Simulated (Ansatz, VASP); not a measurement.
**GaP in VASP and in Ansatz**

INCAR

```
SYSTEM = GaP
  PREC = Accurate
  ENCUT = 500
  EDIFF = 1E-6
  ISMEAR = 0
  SIGMA = 0.02
  LREAL = .FALSE.
  LASPH = .TRUE.
  NELM = 120
  ALGO = Normal
  ISIF = 2
  LWAVE = .FALSE.
  LCHARG = .FALSE.
  GGA = PE
  NBANDS = 16
  GGA_COMPAT = .FALSE.
```

KPOINTS

```
regular mesh
0
G
  6 6 6
  0 0 0
```

File POSCAR:

```
GaP
1.0
    0.0000000000      2.7252500000      2.7252500000
    2.7252500000      0.0000000000      2.7252500000
    2.7252500000      2.7252500000      0.0000000000
Ga P
1 1
Direct
    0.0000000000      0.0000000000      0.0000000000
    0.2500000000      0.2500000000      0.2500000000
```

Input for Ansatz:

```yaml
crystal:
  lattice:
    - [0.0, 2.72525, 2.72525]
    - [2.72525, 0.0, 2.72525]
    - [2.72525, 2.72525, 0.0]
  atoms:
    - { symbol: Ga, position: [0.0, 0.0, 0.0] }
    - { symbol: P, position: [0.25, 0.25, 0.25] }
basis:
  ecutwfc: 520.0
kpoints:
  mp_grid:
    grid: [6, 6, 6]
scf:
  occupations:
    method: gaussian
    width: 0.02
output:
  stress: true
```

Alike in both runs: task single point; functional PBE; k mesh 6 × 6 × 6; occupations gaussian, width 0.02 eV; no spin polarisation.

|  | VASP | Ansatz |
| --- | --- | --- |
| version | VASP 6.6.1 | Ansatz 0.2.0 |
| potentials or method | VASP PAW PBE potentials, release 64 (Ga_d, P), cutoff 500 eV | plane waves, PAW |
| valence electrons in the cell | 18 | 18 |

Ansatz gave:

```
pressure (GPa) : 2.5
```

Q: What did VASP give for the same quantities?

A: Pressure (GPa): 2.4.
